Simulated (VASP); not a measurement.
Here is a VASP 6.6.1 calculation.

The input INCAR:

```
  PREC = Accurate
  ENCUT = 570
  EDIFF = 1E-6
  ISMEAR = 0
  SIGMA = 0.1
  LREAL = F
  LASPH = T
  NELM = 120
  ALGO = Normal
  ISIF = 2
  LWAVE = F
  LCHARG = F
  GGA = PS
  NBANDS = 25
  GGA_COMPAT = F
```

Contents of KPOINTS:

```
Automatic mesh
0
Gamma
  7 7 4
```

Contents of POSCAR:

```
Pt
1.0
    2.7221896473     -0.0000028465      0.0000000000
   -1.3610923585      2.3574868117      0.0000000000
    0.0000000000      0.0000000000      4.7253339346
Pt
2
Direct
    0.6666666667      0.3333333333      0.7500000000
    0.3333333333      0.6666666667      0.2500000000
```

Potentials or basis: VASP PAW PBE potentials, release 64 (Pt_sv_GW).

Launch:

```console
$ cat potpaw_PBE.64/Pt_sv_GW/POTCAR > POTCAR
$ mpirun -np 1 vasp_std > vasp.out
```

**Question.** Predict the pressure.

**Answer.** -1.6 GPa.

**Question.** Estimate the band gap on the k mesh.

**Answer.** Zero (bands 18 and 19 overlap by 1.10 eV).

Stress tensor (GPa, compression positive):
```
-3.09  0.00  0.00
 0.00 -3.09  0.00
 0.00  0.00  1.34
```

Caveat: the k points lie up to 0.38 Å⁻¹ apart, too coarse for converged energies and pressures of a metal; the PAW data sets were made with another functional, which shifts forces and pressure a little; spin-orbit coupling is left out, which moves the levels of the heavy elements.
